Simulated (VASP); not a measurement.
# Si (R-3m) in VASP: relaxation of cell and atoms with PBE

Aim: the relaxation of cell and atoms of Si with PBE.

All numbers are computed with VASP 6.6.1; they aren't measurements. Logs are shortened: lines on timing, memory, paths and dates and some standing lists are left out, and cuts for length are marked.

## Step 1: The cell of the first run

Symmetry: R-3m, No. 166, trigonal system. Conventional cell: a = 5.183 Å, b = 5.183 Å, c = 26.246 Å, α = 90.00°, β = 90.00°, γ = 120.00°. Within 3.3 Å of Si (site symmetry m) lie 7 Si at 2.48 to 2.63 Å. Si (site symmetry m) has 8 Si at 2.56 to 2.62 Å within 3.4 Å.

## Step 2: Relaxation of cell and atoms, PBE

Contents of INCAR:

```
SYSTEM = Si
  PREC = Accurate
  ENCUT = 600
  EDIFF = 1E-6
  ISMEAR = 0
  SIGMA = 0.1
  LREAL = .False.
  LASPH = .True.
  NELM = 60
  ALGO = Fast
  ISIF = 3
  LWAVE = .False.
  LCHARG = .False.
  GGA = PE
  IBRION = 2
  NSW = 100
  EDIFFG = -0.01
```

Contents of KPOINTS:

```
regular mesh
0
Gamma
  9 9 9
  0 0 0
```

Contents of POSCAR:

```
Si
1.0
    2.5916185743      1.4962716815      8.7487308475
   -2.5916185743      1.4962716815      8.7487308475
    0.0000000000     -2.9925433630      8.7487308475
Si
12
Direct
    0.0499159196      0.5416835605      0.0499159196
    0.0499159196      0.0499159196      0.5416835605
    0.5416835605      0.0499159196      0.0499159196
    0.9500840804      0.4583164395      0.9500840804
    0.4583164395      0.9500840804      0.9500840804
    0.9500840804      0.9500840804      0.4583164395
    0.2089076368      0.7049390734      0.2089076368
    0.2089076368      0.2089076368      0.7049390734
    0.7049390734      0.2089076368      0.2089076368
    0.7910923632      0.2950609266      0.7910923632
    0.2950609266      0.7910923632      0.7910923632
    0.7910923632      0.7910923632      0.2950609266
```

Potentials or basis: VASP PAW PBE potentials, release 64 (Si).

On the command line:

```bash
$ cat potpaw_PBE.64/Si/POTCAR > POTCAR
$ mpirun -np 1 vasp_std > vasp.out
```

OUTCAR:

```text
SYSTEM = Si
   PREC = Accurate
   ENCUT = 600
   EDIFF = 1E-6
   ISMEAR = 0
   LREAL = .False.
   LASPH = .True.
   NELM = 60
   ISIF = 3
   GGA = PE
   IBRION = 2
   NSW = 100
   EDIFFG = -0.01

 ion  position               nearest neighbor table
   1  0.050  0.542  0.050-   4 2.48   2 2.55   3 2.55  11 2.56  12 2.56   2 2.63   3 2.63
   2  0.050  0.050  0.542-   6 2.48   3 2.55   1 2.55  10 2.56  11 2.56   1 2.63   3 2.63
   3  0.542  0.050  0.050-   5 2.48   2 2.55   1 2.55  10 2.56  12 2.56   2 2.63   1 2.63
   4  0.950  0.458  0.950-   1 2.48   6 2.55   5 2.55   9 2.56   8 2.56   6 2.63   5 2.63
   5  0.458  0.950  0.950-   3 2.48   6 2.55   4 2.55   7 2.56   8 2.56   6 2.63   4 2.63
   6  0.950  0.950  0.458-   2 2.48   4 2.55   5 2.55   7 2.56   9 2.56   4 2.63   5 2.63
   7  0.209  0.705  0.209-   5 2.56   6 2.56   8 2.57   9 2.57   8 2.61   9 2.61  11 2.62  12 2.62

   8  0.209  0.209  0.705-   4 2.56   5 2.56   7 2.57   9 2.57   7 2.61   9 2.61  10 2.62  11 2.62

   9  0.705  0.209  0.209-   4 2.56   6 2.56   8 2.57   7 2.57   8 2.61   7 2.61  10 2.62  12 2.62

  10  0.791  0.295  0.791-   3 2.56   2 2.56  12 2.57  11 2.57  12 2.61  11 2.61   9 2.62   8 2.62

  11  0.295  0.791  0.791-   1 2.56   2 2.56  12 2.57  10 2.57  12 2.61  10 2.61   7 2.62   8 2.62

  12  0.791  0.791  0.295-   1 2.56   3 2.56  10 2.57  11 2.57  11 2.61  10 2.61   7 2.62   9 2.62

  LATTYP: Found a trigonal (rhomboedric) cell.
 ALAT       =     9.2463834671
 COS(alpha) =     0.8428811245

  Lattice vectors:

 A1 = (   2.5916185743,   1.4962716815,   8.7487308475)
 A2 = (  -2.5916185743,   1.4962716815,   8.7487308475)
 A3 = (   0.0000000000,  -2.9925433630,   8.7487308475)

Analysis of symmetry for initial positions (statically):
=====================================================================
 Subroutine PRICEL returns:
 Original cell was already a primitive cell.

 Routine SETGRP: Setting up the symmetry group for a
 trigonal (rhombohedral) supercell.

 Subroutine GETGRP returns: Found 12 space group operations
 (whereof 12 operations were pure point group operations)
 out of a pool of 12 trial point group operations.

The static configuration has the point symmetry D_3d.

Analysis of symmetry for dynamics (positions and initial velocities):
=====================================================================
 Subroutine PRICEL returns:
 Original cell was already a primitive cell.

 Routine SETGRP: Setting up the symmetry group for a
 trigonal (rhombohedral) supercell.

 Subroutine GETGRP returns: Found 12 space group operations
 (whereof 12 operations were pure point group operations)
 out of a pool of 12 trial point group operations.

The dynamic configuration has the point symmetry D_3d.

 Subroutine INISYM returns: Found 12 space group operations
 (whereof 12 operations are pure point group operations),
 and found     1 'primitive' translations

----------------------------------------------------------------------------------------

                                     Primitive cell

  volume of cell :     203.5532

  direct lattice vectors                    reciprocal lattice vectors
     2.591618574  1.496271681  8.748730847     0.192929625  0.111387971  0.038100764
    -2.591618574  1.496271681  8.748730847    -0.192929625  0.111387971  0.038100764
     0.000000000 -2.992543363  8.748730847     0.000000000 -0.222775942  0.038100764

  length of vectors
     9.246383467  9.246383467  9.246383467     0.226010594  0.226010594  0.226010594

  position of ions in fractional coordinates (direct lattice)
     0.049915920  0.541683560  0.049915920
     0.049915920  0.049915920  0.541683560
     0.541683560  0.049915920  0.049915920
     0.950084080  0.458316440  0.950084080
     0.458316440  0.950084080  0.950084080
     0.950084080  0.950084080  0.458316440
     0.208907637  0.704939073  0.208907637
     0.208907637  0.208907637  0.704939073
     0.704939073  0.208907637  0.208907637
     0.791092363  0.295060927  0.791092363
     0.295060927  0.791092363  0.791092363
     0.791092363  0.791092363  0.295060927

  ion indices of the primitive-cell ions
   primitive index   ion index
                 1           1
                 2           2
                 3           3
                 4           4
                 5           5
                 6           6
                 7           7
                 8           8
                 9           9
                10          10
                11          11
                12          12

----------------------------------------------------------------------------------------

 KPOINTS: regular mesh

Automatic generation of k-mesh.
 Grid dimensions read from file:
 generate k-points for:    9    9    9

 Generating k-lattice:

  Cartesian coordinates                     Fractional coordinates (reciprocal lattice)
     0.021436625  0.012376441  0.004233418     0.111111111  0.000000000  0.000000000
    -0.021436625  0.012376441  0.004233418     0.000000000  0.111111111  0.000000000
     0.000000000 -0.024752882  0.004233418     0.000000000  0.000000000  0.111111111

  Length of vectors
     0.025112288  0.025112288  0.025112288

  Shift w.r.t. Gamma in fractional coordinates (k-lattice)
     0.000000000  0.000000000  0.000000000

 Subroutine IBZKPT returns following result:
 ===========================================

 Found     85 irreducible k-points:

 Following reciprocal coordinates:
            Coordinates               Weight
  0.000000  0.000000  0.000000      1.000000
  0.111111 -0.000000  0.000000      6.000000
  0.222222  0.000000  0.000000      6.000000
  0.333333  0.000000  0.000000      6.000000
  0.444444  0.000000  0.000000      6.000000
  0.111111  0.111111  0.000000      6.000000
[... 16 lines left out ...]
 -0.333333  0.333333  0.000000      6.000000
  0.444444  0.444444  0.000000      6.000000
 [... further k-points ...]
   k-points           NKPTS =     85   k-points in BZ     NKDIM =     85   number of bands    NBANDS=     31
   number of dos      NEDOS =    301   number of ions     NIONS =     12
   total plane-waves  NPLWV = 512000
   dimension x,y,z NGX =    80 NGY =   80 NGZ =   80
   dimension x,y,z NGXF=   160 NGYF=  160 NGZF=  160
   ions per type =              12
   NGX,Y,Z   is equivalent  to a cutoff of  14.38, 14.38, 14.38 a.u.
   NGXF,Y,Z  is equivalent  to a cutoff of  28.77, 28.77, 28.77 a.u.
 SYSTEM =  Si
   PREC   = accura    normal or accurate (medium, high low for compatibility)
   ISTART =      0    job   : 0-new  1-cont  2-samecut
   ICHARG =      2    charge: 1-file 2-atom 10-const
   ISPIN  =      1    spin polarized calculation?
   LNONCOLLINEAR =      F non collinear calculations
   LSORBIT =      F    spin-orbit coupling
   LASPH  =      T    aspherical Exc in radial PAW
   ENCUT  =  600.0 eV  44.10 Ry    6.64 a.u.  18.47 18.47 18.47*2*pi/ulx,y,z
   NELM   =     60;   NELMIN=  2; NELMDL= -5     # of ELM steps
   EDIFF  = 0.1E-05   stopping-criterion for ELM
   LREAL  =      F    real-space projection
   EDIFFG = -.1E-01   stopping-criterion for IOM
   NSW    =    100    number of steps for IOM
   IBRION =      2    ionic relax: 0-MD 1-quasi-New 2-CG
   NFREE  =      1    steps in history (QN), initial steepest desc. (CG)
   ISIF   =      3    stress and relaxation
   ISYM   =      2    0-nonsym 1-usesym 2-fastsym
   POTIM  = 0.5000    time-step for ionic-motion
   TEBEG  =    0.0;   TEEND  =   0.0 temperature during run
   PSTRESS=    0.0 pullay stress
   NELECT =      48.0000    total number of electrons
   NUPDOWN=      -1.0000    fix difference up-down
   EMIN   =  10.00;   EMAX   =-10.00  energy-range for DOS
   EFERMI =   0.00;   METHOD = LEGACY
   ISMEAR =     0;   SIGMA  =   0.10  broadening in eV -4-tet -1-fermi 0-gaus
   EFERMI_NEDOS =   21; number of points for ismear=-14 and -15
   IALGO  =     68    algorithm
   IMIX   =      4    mixing-type and parameters
     AMIX     =   0.40;   BMIX     =  1.00
     AMIX_MAG =   1.60;   BMIX_MAG =  1.00
  volume/ion in A,a.u.               =      16.96       114.47
  Fermi-wavevector in a.u.,A,eV,Ry     =   1.011415  1.911297 13.918214  1.022960
  Thomas-Fermi vector in A             =   2.144463
   LORBIT       =      0    0 simple, 1 ext, 2 COOP (PROOUT), +10 PAW based schemes
   GGA     = PE    functional components
   LHFCALC =     F    Hartree Fock is set to
   AEXX    =    0.0000 exact exchange contribution
   IVDW    =     0    specifies the selected vdW correction
   LEPSILON=     F    determine dielectric tensor
   LRPA    =     F    only Hartree local field effects (RPA)
 conjugate gradient relaxation of ions
 non-spin polarized calculation
 RMM-DIIS sequential band-by-band and
 Gauss-broadening in eV      SIGMA  =   0.10
  energy-cutoff  :      600.00
  volume of cell :      203.55
 maximum number of plane-waves:      6839
 NGX is ok and might be reduce to    80
   NGX = 37   NGY = 37   NGZ = 37

 number of electron      48.0000000 magnetization

 Free energy of the ion-electron system (eV)
  ---------------------------------------------------
  ext. energy  EPLUGINS =         0.00000000
  ---------------------------------------------------
  free energy    TOTEN  =       -59.77773887 eV

  energy without entropy =      -59.75293050  energy(sigma->0) =      -59.76533469

 E-fermi :   7.9441     XC(G=0): -10.2680

 val. band max:        7.9439052198   @ k =  -0.4444  -0.4444   0.2222
 cond. band min:       7.9497016934   @ k =  -0.4444   0.4444   0.4444
 fundamental gap:      0.0057964736
 Fermi energy:         7.9440616118

 k-point     1 :       0.0000    0.0000    0.0000
  band No.  band energies     occupation
      1      -5.6998      2.00000
      2      -4.1253      2.00000
      3      -3.5068      2.00000
      4       0.6161      2.00000
      5       0.7382      2.00000
      6       0.7382      2.00000
[... 23 lines left out ...]
     30      10.8008      0.00000
     31      10.8209      0.00000

 k-point     2 :       0.1111   -0.0000    0.0000
  band No.  band energies     occupation
      1      -5.6199      2.00000
      2      -4.0734      2.00000
      3      -3.4077      2.00000
      4      -0.1959      2.00000
      5       0.2196      2.00000
      6       0.5175      2.00000
[... 23 lines left out ...]
     30      10.4817      0.00000
     31      10.6712      0.00000

 k-point     3 :       0.2222    0.0000    0.0000
  band No.  band energies     occupation
      1      -5.3853      2.00000
      2      -3.9105      2.00000
      3      -3.1347      2.00000
      4      -1.3215      2.00000
      5      -0.6586      2.00000
      6       0.1727      2.00000
[... 23 lines left out ...]
     30      10.5516      0.00000
     31      10.7621      0.00000

 k-point     4 :       0.3333    0.0000    0.0000
  band No.  band energies     occupation
      1      -5.0197      2.00000
      2      -3.6356      2.00000
      3      -2.7995      2.00000
      4      -2.2773      2.00000
      5      -1.3699      2.00000
      6      -0.1264      2.00000
[... 635 lines left out ...]
     30       9.8680      0.00000
     31      10.0799      0.00000

 k-point    23 :      -0.3333    0.3333    0.0000
  band No.  band energies     occupation
      1      -4.2422      2.00000
      2      -3.3895      2.00000
      3      -2.6678      2.00000
      4      -2.4313      2.00000
      5      -2.2159      2.00000
      6      -1.8238      2.00000
[... 23 lines left out ...]
     30      10.3921      0.00000
     31      10.5975      0.00000

 k-point    24 :       0.4444    0.4444    0.0000
  band No.  band energies     occupation
      1      -4.4873      2.00000
      2      -3.8570      2.00000
      3      -2.8856      2.00000
      4      -2.3224      2.00000
      5      -1.4138      2.00000
      6      -0.5308      2.00000
[... 23 lines left out ...]
     30       9.3488      0.00000
     31       9.6820      0.00000

 [... further k-points ...]

------------------------ aborting loop because EDIFF is reached ----------------------------------------

  FORCE on cell =-STRESS in cart. coord.  units (eV):
  Direction    XX          YY          ZZ          XY          YZ          ZX
  --------------------------------------------------------------------------------------
  -------------------------------------------------------------------------------------
  Total       -0.0545670     -0.0545670     -0.0797119      0.0000000     -0.0000000      0.0000000
  in kB       -0.4294997     -0.4294997     -0.6274166      0.0000000     -0.0000000      0.0000000
  external PRESSURE =      -0.4954720 kB  Pullay stress =       0.0000000 kB

 VOLUME and BASIS-vectors are now :
 -----------------------------------------------------------------------------
  energy-cutoff  :      600.00
  volume of cell :      203.55
      direct lattice vectors                 reciprocal lattice vectors
     2.591618574  1.496271681  8.748730847     0.192929625  0.111387971  0.038100764
    -2.591618574  1.496271681  8.748730847    -0.192929625  0.111387971  0.038100764
     0.000000000 -2.992543363  8.748730847     0.000000000 -0.222775942  0.038100764

 POSITION                                       TOTAL-FORCE (eV/Angst)
 -----------------------------------------------------------------------------------
     -1.27447      0.73582      5.61245        -0.001226      0.000708      0.000853
      0.00000     -1.47164      5.61245         0.000000     -0.001415      0.000853
      1.27447      0.73582      5.61245         0.001226      0.000708      0.000853
      1.27447     -0.73582     20.63375         0.001226     -0.000708     -0.000853
     -1.27447     -0.73582     20.63375        -0.001226     -0.000708     -0.000853
      0.00000      1.47164     20.63375         0.000000      0.001415     -0.000853
     -1.28552      0.74220      9.82268        -0.001385      0.000800      0.004545
      0.00000     -1.48440      9.82268         0.000000     -0.001600      0.004545
      1.28552      0.74220      9.82268         0.001385      0.000800      0.004545
      1.28552     -0.74220     16.42352         0.001385     -0.000800     -0.004545
     -1.28552     -0.74220     16.42352        -0.001385     -0.000800     -0.004545
      0.00000      1.48440     16.42352         0.000000      0.001600     -0.004545
 -----------------------------------------------------------------------------------
    total drift:                                0.000000     -0.000000      0.000000

  FREE ENERGIE OF THE ION-ELECTRON SYSTEM (eV)
  ---------------------------------------------------
  free  energy   TOTEN  =       -59.7777388693 eV

  energy  without entropy=      -59.7529305028  energy(sigma->0) =      -59.76533469

 reached required accuracy - stopping structural energy minimisation
```

It took 64 min on 1 thread of Oxide Virtual Turin-like, shared host; peak memory 1.1 GiB.

What came out:

- Free energy: -59.7777 eV
- Pressure after relaxing: 0.0 GPa
- Largest force after relaxing: 0.005 eV/Å
- Band gap on the k mesh: zero (bands 24 and 25 overlap by 1.11 eV)

Forces in eV/Å, atoms in the order of the input:
```
Si  -0.001  0.001  0.001
Si   0.000 -0.001  0.001
Si   0.001  0.001  0.001
Si   0.001 -0.001 -0.001
Si  -0.001 -0.001 -0.001
Si   0.000  0.001 -0.001
Si  -0.001  0.001  0.005
Si   0.000 -0.002  0.005
Si   0.001  0.001  0.005
Si   0.001 -0.001 -0.005
Si  -0.001 -0.001 -0.005
Si   0.000  0.002 -0.005
```

Final structure:
```
CELL_PARAMETERS angstrom
2.59162 1.49627 8.74873
-2.59162 1.49627 8.74873
0.00000 -2.99254 8.74873
ATOMIC_POSITIONS crystal
Si 0.04992 0.54168 0.04992
Si 0.04992 0.04992 0.54168
Si 0.54168 0.04992 0.04992
Si 0.95008 0.45832 0.95008
Si 0.45832 0.95008 0.95008
Si 0.95008 0.95008 0.45832
Si 0.20891 0.70494 0.20891
Si 0.20891 0.20891 0.70494
Si 0.70494 0.20891 0.20891
Si 0.79109 0.29506 0.79109
Si 0.29506 0.79109 0.79109
Si 0.79109 0.79109 0.29506
```

Caveat: the relaxation stopped at its first step, so nothing moved.
